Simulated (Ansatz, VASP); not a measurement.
## One calculation of RbBr3, two programs

Contents of INCAR:

```
PREC = Accurate ; ENCUT = 500
EDIFF = 1E-6 ; ISMEAR = 0
SIGMA = 0.2 ; LREAL = False
LASPH = True ; NELM = 120
ALGO = Normal ; ISIF = 2
LWAVE = False ; LCHARG = True
GGA = PE ; LELF = True
LVHAR = True ; NBANDS = 23
GGA_COMPAT = False
```

File KPOINTS:

```
Automatic mesh
0
Gamma
  7 7 7
```

File POSCAR:

```
RbBr3
1.0
   -2.2585671000      2.2585671000      6.4370042300
    2.2585671000     -2.2585671000      6.4370042300
    2.2585671000      2.2585671000     -6.4370042300
Rb Br
1 3
Direct
    0.0000000000      0.0000000000      0.0000000000
    0.7500000000      0.2500000000      0.5000000000
    0.2500000000      0.7500000000      0.5000000000
    0.5000000000      0.5000000000      0.0000000000
```

Input for Ansatz:

```yaml
crystal:
  lattice:
    - [-2.2585671, 2.2585671, 6.43700423]
    - [2.2585671, -2.2585671, 6.43700423]
    - [2.2585671, 2.2585671, -6.43700423]
  atoms:
    - { symbol: Rb, position: [0.0, 0.0, 0.0] }
    - { symbol: Br, position: [0.75, 0.25, 0.5] }
    - { symbol: Br, position: [0.25, 0.75, 0.5] }
    - { symbol: Br, position: [0.5, 0.5, 0.0] }
basis:
  ecutwfc: 420
kpoints:
  mp_grid: { grid: [7, 7, 7] }
hamiltonian:
  xc: pbe
scf:
  occupations: { method: gaussian, width: 0.2 }
output:
  forces: true
  stress: true
  eigenvalues: true
```

Alike in both runs: task single point; functional PBE; k mesh 7 × 7 × 7; occupations gaussian, width 0.2 eV; no spin polarisation.

|  | VASP | Ansatz |
| --- | --- | --- |
| version | VASP 6.6.1 | Ansatz 0.2.0 |
| potentials or method | VASP PAW PBE potentials, release 64 (Rb_sv, Br), cutoff 500 eV | scalar-relativistic, plane waves, PAW |
| valence electrons in the cell | 30 | 30 |

```csv
,VASP,Ansatz,Ansatz less VASP
gap on the k mesh at the Fermi level (eV),none,none,-
pressure (GPa),0.8,0.8,-0.03
"traceless stress, the component that is largest in VASP (GPa)",0.27,0.30,+0.025
```

A gap of «none» marks a metal or a gap that the smearing closes. With one functional, cell and mesh, what is left measures potentials, basis and numerics.
